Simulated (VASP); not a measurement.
Here is a VASP 6.6.1 calculation.

Contents of INCAR:

```
PREC = Accurate
ENCUT = 600
EDIFF = 1E-8
ISMEAR = 0
SIGMA = 0.01
LREAL = False
LASPH = True
NELM = 100
ALGO = Normal
ISIF = 3
LWAVE = False
LCHARG = False
NBANDS = 16
IBRION = 6
NFREE = 2
POTIM = 0.015
NSW = 1
```

KPOINTS

```
Automatic mesh
0
Gamma
  8 8 5
```

Contents of POSCAR:

```
AlN
1.0
    3.0763685530      0.0000000000      0.0000000000
   -1.5381842765      2.6642133183      0.0000000000
    0.0000000000      0.0000000000      4.9550627584
Al N
2 2
Direct
    0.3333333333      0.6666666667      0.0006008042
    0.6666666667      0.3333333333      0.5006008042
    0.3333333333      0.6666666667      0.3813991958
    0.6666666667      0.3333333333      0.8813991958
```

Potentials or basis: VASP PAW LDA potentials, release 64 (Al, N).

Launch:

```sh
$ cat potpaw_LDA.64/Al/POTCAR potpaw_LDA.64/N/POTCAR > POTCAR
$ mpirun -np 1 vasp_std > vasp.out
```

(1) Estimate the Voigt bulk modulus.

(2) Predict the highest phonon frequency at Γ, LO-TO splitting left out.

Answers

(1) 217 GPa.

(2) 737 cm⁻¹.

Caveat: the cell is under stress, which shifts elastic constants.
